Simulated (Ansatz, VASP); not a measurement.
TaH: VASP beside Ansatz

```xyz
2
Lattice="2.8490 0.0000 0.0000 0.0000 2.8490 0.0000 0.0000 0.0000 2.8496" Properties=species:S:1:pos:R:3 pbc="T T T"
Ta    1.4245    1.4245    1.4248
H     0.0000    0.0000    1.4248
```

Alike in both runs: functional PBE; k mesh 6 × 6 × 6; occupations gaussian, width 0.2 eV; no spin polarisation.

Ansatz relaxed the structure, and its values are those at the end. VASP's run is a single point on that final structure, the one shown.

|  | VASP | Ansatz |
| --- | --- | --- |
| version | VASP 6.6.1 | Ansatz 0.2.0 |
| potentials or method | VASP PAW PBE potentials, release 64 (Ta_pv, H), cutoff 500 eV | scalar-relativistic, plane waves, PAW |
| valence electrons in the cell | 12 | 14 |

|  | VASP | Ansatz | Ansatz less VASP |
| --- | --- | --- | --- |
| gap on the k mesh at the Fermi level (eV) | none | none | - |
| pressure (GPa) | -0.1 | -0.1 | -0.02 |

A gap of «none» marks a metal or a gap that the smearing closes. The functional is the same, so the differences come from potentials, cutoffs and numerics. VASP's potentials hold 12 valence electrons a cell and Ansatz's 14, so a difference there can come from the potentials and not from the codes.

The k mesh is coarse, so the values compare programs but aren't converged. Spin-orbit coupling is off throughout.
